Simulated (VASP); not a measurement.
Al: relaxation of cell and atoms with RPBE

Al:

```xyz
1
Lattice="0.0000 2.0248 2.0248 2.0248 0.0000 2.0248 2.0248 2.0248 0.0000" Properties=species:S:1:pos:R:3 pbc="T T T"
Al    0.0000    0.0000    0.0000
```

| Property | Result |
| --- | --- |
| Program | VASP 6.6.1 |
| Task | relaxation of cell and atoms |
| Functional | RPBE |
| Potentials or basis | VASP PAW PBE potentials, release 64 (Al) |
| Cutoff | 600 eV |
| k mesh | 13 × 13 × 13 |
| Occupations | fermi-dirac, width 0.1 eV |
| Spin | no spin polarisation |
| Dipole correction | no |
| Further INCAR settings | ALGO = Normal; EDIFF = 1e-07; IBRION = 2; EDIFFG = -0.01; NSW = 80; ISIF = 3 |

* Relaxed volume: 16.75 Å³/atom
* Relaxed cell: a = 2.872 Å, b = 2.872 Å, c = 2.872 Å, α = 60.00°, β = 60.00°, γ = 60.00°
* Space group after relaxing (to 0.05 Å): Fm-3m (No. 225)
* Energy gained by relaxing: 0.3 meV/atom
* Ionic steps: 3
* Pressure after relaxing: 0.0 GPa

The path:
| step | energy change (eV) | largest force (eV/Å) | pressure (GPa) | volume (Å³) |
| --- | --- | --- | --- | --- |
| 1 | 0.0000 | 0.0000 | 0.68 | 16.60 |
| 2 | -0.0003 | 0.0000 | -0.11 | 16.77 |
| 3 | -0.0003 | 0.0000 | 0.00 | 16.75 |

Final structure:
```xyz
1
Lattice="0.0000 2.0307 2.0307 2.0307 0.0000 2.0307 2.0307 2.0307 0.0000" Properties=species:S:1:pos:R:3 pbc="T T T"
Al    0.0000    0.0000    0.0000
```

Levels at points of the mesh, in eV from the Fermi level:
| k point | band 1 | band 2 | band 3 | band 4 |
| --- | --- | --- | --- | --- |
| (0.00, 0.00, 0.00) | -10.98 | 12.57 | 12.57 | 12.57 |

Wall time 6 s on 1 thread of Intel Xeon 6975P-C, on a shared host, peak memory 0.13 GiB.

Caveat: the PAW data sets were made with another functional, which shifts forces and pressure a little. RPBE and its kin give volumes clearly too large for solids.
